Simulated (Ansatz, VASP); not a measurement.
One calculation of Ca, two programs

```xyz
3
Lattice="6.5301 0.0000 0.0000 -3.2650 5.6552 0.0000 0.0000 0.0000 3.9030" Properties=species:S:1:pos:R:3 pbc="T T T"
Ca    3.2650    5.6552    0.0000
Ca    0.0000    3.7701    1.9515
Ca    3.2650    1.8851    1.9515
```

Alike in both runs: task single point; functional revPBE; k mesh 7 × 7 × 9; occupations fermi-dirac, width 0.1 eV; no spin polarisation.

|  | VASP | Ansatz |
| --- | --- | --- |
| version | VASP 6.6.1 | Ansatz 0.2.0 |
| potentials or method | VASP PAW PBE potentials, release 64 (Ca_sv), cutoff 520 eV | plane waves (420 eV) with PAW, scalar-relativistic |
| valence electrons in the cell | 30 | 30 |

|  | VASP | Ansatz | Ansatz less VASP |
| --- | --- | --- | --- |
| pressure (GPa) | -1.1 | -1.1 | 0.00 |

VASP's potentials were made for PBE, not for revPBE. The functional is the same, so the differences come from potentials, cutoffs and numerics.
